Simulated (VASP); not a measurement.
# Y3Si2F (P6/mmm) in VASP: relaxation of cell and atoms with PBE

Aim: the relaxation of cell and atoms of Y3Si2F with PBE.

Program: VASP 6.6.1. These are calculated values, not measurements. Logs are shortened: lines on timing, memory, paths and dates and some standing lists are left out, and cuts for length are marked.

## 1. The cell of the first run

Symmetry: P6/mmm, No. 191, hexagonal system. Conventional cell: a = 7.459 Å, b = 7.459 Å, c = 3.770 Å, α = 90.00°, β = 90.00°, γ = 120.00°. Within 3.8 Å of Y (site symmetry mmm) lie 4 Si at 2.86 Å and 6 Y at 3.73 to 3.77 Å. Within 3.8 Å of Si (site symmetry -6m2) lie 6 Y at 2.86 Å and 2 Si at 3.77 Å. Within 5.0 Å of F (site symmetry 6/mmm) lie 2 F at 3.77 Å and 12 Y at 4.18 Å and 6 Si at 4.31 Å.

The cell was generated, and may not be a known phase.

## 2. Relaxation of cell and atoms, PBE

Contents of INCAR:

```
SYSTEM = Y3Si2F
ALGO = Normal
EDIFF = 1E-6
EDIFFG = -0.01
ENCUT = 600
GGA = PE
IBRION = 2
ISIF = 3
ISMEAR = 0
LASPH = .True.
LCHARG = .False.
LREAL = .False.
LWAVE = .False.
NELM = 80
NSW = 100
PREC = Accurate
SIGMA = 0.01
```

Contents of KPOINTS:

```
k-points
0
Gamma
  6 6 10
  0 0 0
```

Contents of POSCAR:

```
Y3Si2F
1.0
    7.4593594607      0.0000000000      0.0000000000
   -3.7296797304      6.4599947890      0.0000000000
    0.0000000000      0.0000000000      3.7703925546
Y Si F
3 2 1
Direct
    0.5000000000      0.0000000000      0.5000000000
    0.5000000000      0.5000000000      0.5000000000
    0.0000000000      0.5000000000      0.5000000000
    0.3333333333      0.6666666667      0.0000000000
    0.6666666667      0.3333333333      0.0000000000
    0.0000000000      0.0000000000      0.0000000000
```

Potentials or basis: VASP PAW PBE potentials, release 64 (Y_sv, Si, F).

Run with:

```sh
> cat potpaw_PBE.64/Y_sv/POTCAR potpaw_PBE.64/Si/POTCAR potpaw_PBE.64/F/POTCAR > POTCAR
> mpirun -np 1 vasp_std > vasp.out
```

OUTCAR:

```text
SYSTEM = Y3Si2F
   EDIFF = 1E-6
   EDIFFG = -0.01
   ENCUT = 600
   GGA = PE
   IBRION = 2
   ISIF = 3
   ISMEAR = 0
   LASPH = .True.
   LREAL = .False.
   NELM = 80
   NSW = 100
   PREC = Accurate

 ion  position               nearest neighbor table
   1  0.500  0.000  0.500-   4 2.86   5 2.86   4 2.86   5 2.86   3 3.73   3 3.73   2 3.73   2 3.73

   2  0.500  0.500  0.500-   4 2.86   5 2.86   4 2.86   5 2.86   3 3.73   3 3.73   1 3.73   1 3.73

   3  0.000  0.500  0.500-   4 2.86   5 2.86   4 2.86   5 2.86   2 3.73   2 3.73   1 3.73   1 3.73

   4  0.333  0.667  0.000-   3 2.86   3 2.86   1 2.86   1 2.86   2 2.86   2 2.86
   5  0.667  0.333  0.000-   3 2.86   3 2.86   1 2.86   1 2.86   2 2.86   2 2.86
   6  0.000  0.000  0.000-

  LATTYP: Found a hexagonal cell.
 ALAT       =     7.4593594607
 C/A-ratio  =     0.5054579518

  Lattice vectors:

 A1 = (   7.4593594607,   0.0000000000,   0.0000000000)
 A2 = (  -3.7296797304,   6.4599947890,   0.0000000000)
 A3 = (   0.0000000000,   0.0000000000,   3.7703925546)

Analysis of symmetry for initial positions (statically):
=====================================================================
 Subroutine PRICEL returns:
 Original cell was already a primitive cell.

 Routine SETGRP: Setting up the symmetry group for a
 hexagonal supercell.

 Subroutine GETGRP returns: Found 24 space group operations
 (whereof 24 operations were pure point group operations)
 out of a pool of 24 trial point group operations.

The static configuration has the point symmetry D_6h.

Analysis of symmetry for dynamics (positions and initial velocities):
=====================================================================
 Subroutine PRICEL returns:
 Original cell was already a primitive cell.

 Routine SETGRP: Setting up the symmetry group for a
 hexagonal supercell.

 Subroutine GETGRP returns: Found 24 space group operations
 (whereof 24 operations were pure point group operations)
 out of a pool of 24 trial point group operations.

The dynamic configuration has the point symmetry D_6h.

 Subroutine INISYM returns: Found 24 space group operations
 (whereof 24 operations are pure point group operations),
 and found     1 'primitive' translations

----------------------------------------------------------------------------------------

                                     Primitive cell

  volume of cell :     181.6855

  direct lattice vectors                    reciprocal lattice vectors
     7.459359461  0.000000000  0.000000000     0.134059768  0.077399443  0.000000000
    -3.729679730  6.459994789  0.000000000     0.000000000  0.154798886  0.000000000
     0.000000000  0.000000000  3.770392555     0.000000000  0.000000000  0.265224373

  length of vectors
     7.459359461  7.459359461  3.770392555     0.154798886  0.154798886  0.265224373

  position of ions in fractional coordinates (direct lattice)
     0.500000000  0.000000000  0.500000000
     0.500000000  0.500000000  0.500000000
     0.000000000  0.500000000  0.500000000
     0.333333333  0.666666667  0.000000000
     0.666666667  0.333333333  0.000000000
     0.000000000  0.000000000  0.000000000

  ion indices of the primitive-cell ions
   primitive index   ion index
                 1           1
                 2           2
                 3           3
                 4           4
                 5           5
                 6           6

----------------------------------------------------------------------------------------

 KPOINTS: k-points

Automatic generation of k-mesh.
 Grid dimensions read from file:
 generate k-points for:    6    6   10

 Generating k-lattice:

  Cartesian coordinates                     Fractional coordinates (reciprocal lattice)
     0.022343295  0.012899907  0.000000000     0.166666667  0.000000000  0.000000000
     0.000000000  0.025799814  0.000000000     0.000000000  0.166666667  0.000000000
     0.000000000  0.000000000  0.026522437     0.000000000  0.000000000  0.100000000

  Length of vectors
     0.025799814  0.025799814  0.026522437

  Shift w.r.t. Gamma in fractional coordinates (k-lattice)
     0.000000000  0.000000000  0.000000000

 Subroutine IBZKPT returns following result:
 ===========================================

 Found     42 irreducible k-points:

 Following reciprocal coordinates:
            Coordinates               Weight
  0.000000  0.000000  0.000000      1.000000
  0.166667  0.000000  0.000000      6.000000
  0.333333  0.000000  0.000000      6.000000
  0.500000  0.000000  0.000000      3.000000
  0.166667  0.166667  0.000000      6.000000
  0.333333  0.166667  0.000000     12.000000
[... 16 lines left out ...]
  0.166667  0.000000  0.300000     12.000000
  0.333333  0.000000  0.300000     12.000000
 [... further k-points ...]
   k-points           NKPTS =     42   k-points in BZ     NKDIM =     42   number of bands    NBANDS=     28
   number of dos      NEDOS =    301   number of ions     NIONS =      6
   total plane-waves  NPLWV = 108000
   dimension x,y,z NGX =    60 NGY =   60 NGZ =   30
   dimension x,y,z NGXF=   120 NGYF=  120 NGZF=   60
   ions per type =               3   2   1
   NGX,Y,Z   is equivalent  to a cutoff of  13.37, 13.37, 13.23 a.u.
   NGXF,Y,Z  is equivalent  to a cutoff of  26.74, 26.74, 26.46 a.u.
 SYSTEM =  Y3Si2F
   PREC   = accura    normal or accurate (medium, high low for compatibility)
   ISTART =      0    job   : 0-new  1-cont  2-samecut
   ICHARG =      2    charge: 1-file 2-atom 10-const
   ISPIN  =      1    spin polarized calculation?
   LNONCOLLINEAR =      F non collinear calculations
   LSORBIT =      F    spin-orbit coupling
   LASPH  =      T    aspherical Exc in radial PAW
   ENCUT  =  600.0 eV  44.10 Ry    6.64 a.u.  14.90 14.90  7.53*2*pi/ulx,y,z
   NELM   =     80;   NELMIN=  2; NELMDL= -5     # of ELM steps
   EDIFF  = 0.1E-05   stopping-criterion for ELM
   LREAL  =      F    real-space projection
   EDIFFG = -.1E-01   stopping-criterion for IOM
   NSW    =    100    number of steps for IOM
   IBRION =      2    ionic relax: 0-MD 1-quasi-New 2-CG
   NFREE  =      1    steps in history (QN), initial steepest desc. (CG)
   ISIF   =      3    stress and relaxation
   ISYM   =      2    0-nonsym 1-usesym 2-fastsym
   POTIM  = 0.5000    time-step for ionic-motion
   TEBEG  =    0.0;   TEEND  =   0.0 temperature during run
   PSTRESS=    0.0 pullay stress
   NELECT =      48.0000    total number of electrons
   NUPDOWN=      -1.0000    fix difference up-down
   EMIN   =  10.00;   EMAX   =-10.00  energy-range for DOS
   EFERMI =   0.00;   METHOD = LEGACY
   ISMEAR =     0;   SIGMA  =   0.01  broadening in eV -4-tet -1-fermi 0-gaus
   EFERMI_NEDOS =   21; number of points for ismear=-14 and -15
   IALGO  =     38    algorithm
   IMIX   =      4    mixing-type and parameters
     AMIX     =   0.40;   BMIX     =  1.00
     AMIX_MAG =   1.60;   BMIX_MAG =  1.00
  volume/ion in A,a.u.               =      30.28       204.35
  Fermi-wavevector in a.u.,A,eV,Ry     =   1.050466  1.985092 15.013728  1.103478
  Thomas-Fermi vector in A             =   2.185470
   LORBIT       =      0    0 simple, 1 ext, 2 COOP (PROOUT), +10 PAW based schemes
   GGA     = PE    functional components
   LHFCALC =     F    Hartree Fock is set to
   AEXX    =    0.0000 exact exchange contribution
   IVDW    =     0    specifies the selected vdW correction
   LEPSILON=     F    determine dielectric tensor
   LRPA    =     F    only Hartree local field effects (RPA)
 conjugate gradient relaxation of ions
 non-spin polarized calculation
 Gauss-broadening in eV      SIGMA  =   0.01
  energy-cutoff  :      600.00
  volume of cell :      181.69
 maximum number of plane-waves:      6081
 NGX is ok and might be reduce to    60
   NGX = 29   NGY = 29   NGZ = 15

--------------------------------------- Ionic step        1  -------------------------------------------

 number of electron      48.0000009 magnetization

 Free energy of the ion-electron system (eV)
  ---------------------------------------------------
  ext. energy  EPLUGINS =         0.00000000
  ---------------------------------------------------
  free energy    TOTEN  =       -35.38774403 eV

  energy without entropy =      -35.38774403  energy(sigma->0) =      -35.38774403

------------------------ aborting loop because EDIFF is reached ----------------------------------------

  FORCE on cell =-STRESS in cart. coord.  units (eV):
  Direction    XX          YY          ZZ          XY          YZ          ZX
  --------------------------------------------------------------------------------------
  -------------------------------------------------------------------------------------
  Total       -0.3666728     -0.3666728     -0.4902914      0.0000000     -0.0000000      0.0000000
  in kB       -3.2334711     -3.2334711     -4.3235906      0.0000000     -0.0000000      0.0000000
  external PRESSURE =      -3.5968443 kB  Pullay stress =       0.0000000 kB
[... 105 lines left out ...]
  energy  without entropy=      -35.3892914840  energy(sigma->0) =      -35.38929148

--------------------------------------- Ionic step        4  -------------------------------------------

 number of electron      48.0000007 magnetization

 Free energy of the ion-electron system (eV)
  ---------------------------------------------------
  ext. energy  EPLUGINS =         0.00000000
  ---------------------------------------------------
  free energy    TOTEN  =       -35.38929062 eV

  energy without entropy =      -35.38929062  energy(sigma->0) =      -35.38929062

 E-fermi :   1.9327     XC(G=0):  -8.2465

 val. band max:        1.8621175948   @ k =   0.3333   0.1667   0.0000
 cond. band min:       2.0590788957   @ k =   0.0000   0.0000   0.5000
 fundamental gap:      0.1969613009
 Fermi energy:         1.9326749742

 k-point     1 :       0.0000    0.0000    0.0000
  band No.  band energies     occupation
      1     -41.1027      2.00000
      2     -41.0815      2.00000
      3     -41.0815      2.00000
      4     -21.3630      2.00000
      5     -21.3630      2.00000
      6     -21.2560      2.00000
[... 733 lines left out ...]
     27       3.1025      0.00000
     28       3.4174      0.00000

 [... further k-points ...]
[... 5 lines left out ...]
  --------------------------------------------------------------------------------------
  -------------------------------------------------------------------------------------
  Total       -0.0391911     -0.0391911      0.0343310      0.0000000      0.0000000     -0.0000000
  in kB       -0.3480775     -0.3480775      0.3049126      0.0000000      0.0000000     -0.0000000
  external PRESSURE =      -0.1304141 kB  Pullay stress =       0.0000000 kB
[... 21 lines left out ...]
  FREE ENERGIE OF THE ION-ELECTRON SYSTEM (eV)
  ---------------------------------------------------
  free  energy   TOTEN  =       -35.3892906230 eV

  energy  without entropy=      -35.3892906230  energy(sigma->0) =      -35.38929062

 reached required accuracy - stopping structural energy minimisation
```

It took 25 min on 1 thread of Intel Xeon 8259CL, shared host; peak memory 0.48 GiB.

What came out:

```yaml
Free_energy: -35.3893 eV
Relaxed_volume: 30.07 Å³/atom
Relaxed_cell: a = 7.443 Å, b = 7.443 Å, c = 3.760 Å, α = 90.00°, β = 90.00°, γ = 120.00°
Space_group_after_relaxing_to_0.1_Å: P6/mmm (No. 191)
Energy_gained_by_relaxing: 0.3 meV/atom
Ionic_steps: 4
Pressure_after_relaxing: 0.0 GPa
Band_gap_on_the_k_mesh: 0.20 eV (least direct gap 0.23 eV)
```

The path:
```tsv
step	energy change (eV)	largest force (eV/Å)	pressure (GPa)	volume (Å³)
1	0.0000	0.0000	-0.36	181.69
2	-0.0014	0.0000	0.13	179.90
3	-0.0015	0.0000	0.01	180.36
4	-0.0015	0.0000	-0.01	180.39
```

Final structure:
```yaml
crystal:
  lattice:
    - [7.44343, 0.00000, 0.00000]
    - [-3.72171, 6.44620, 0.00000]
    - [0.00000, 0.00000, 3.75963]
  atoms:
    - { symbol: Y, position: [0.50000, 0.00000, 0.50000] }
    - { symbol: Y, position: [0.50000, 0.50000, 0.50000] }
    - { symbol: Y, position: [0.00000, 0.50000, 0.50000] }
    - { symbol: Si, position: [0.33333, 0.66667, 0.00000] }
    - { symbol: Si, position: [0.66667, 0.33333, 0.00000] }
    - { symbol: F, position: [0.00000, 0.00000, 0.00000] }
```

Caveat: semilocal functionals underestimate gaps, and a narrow one can read as zero.
